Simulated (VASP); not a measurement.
Crystal: Br.

```
CELL_PARAMETERS angstrom
0.00000 3.24000 3.24000
3.24000 0.00000 3.24000
3.24000 3.24000 0.00000
ATOMIC_POSITIONS crystal
Br 0.00000 0.00000 0.00000
Br 0.25000 0.25000 0.25000
```

| Item | Value |
| --- | --- |
| Program | VASP 6.6.1 |
| Task | relaxation of cell and atoms |
| Functional | r2SCAN |
| Potentials or basis | VASP PAW PBE potentials, release 64 (Br) |
| Cutoff | 550 eV |
| k mesh | 7 × 7 × 7 |
| Occupations | fermi-dirac, width 0.05 eV |
| Spin | no spin polarisation |

At the start: pressure 6.0 GPa; volume 34.01 Å³/atom.

Task: Where does the relaxation end?

Result: Over 4 steps the energy falls by 125.3 meV/atom and the volume is 42.19 Å³/atom (+24.0 %); space group Fd-3m (No. 227, to 0.1 Å) before and after.

The path:
```csv
step,energy change (eV),largest force (eV/Å),pressure (GPa),volume (Å³)
1,0.0000,0.0000,6.03,68.02
2,-0.2450,0.0000,0.64,81.43
3,-0.2504,0.0000,-0.12,84.97
4,-0.2506,0.0000,0.00,84.38
```

Final structure:
```
Br
1.0
     0.00000    3.48126    3.48126
     3.48126    0.00000    3.48126
     3.48126    3.48126    0.00000
Br
2
Direct
  0.00000 0.00000 0.00000
  0.25000 0.25000 0.25000
```

Caveat: the volume moved by over 15 % at a fixed basis, so the end points are rough; the PAW data sets were made with another functional, which shifts forces and pressure a little.
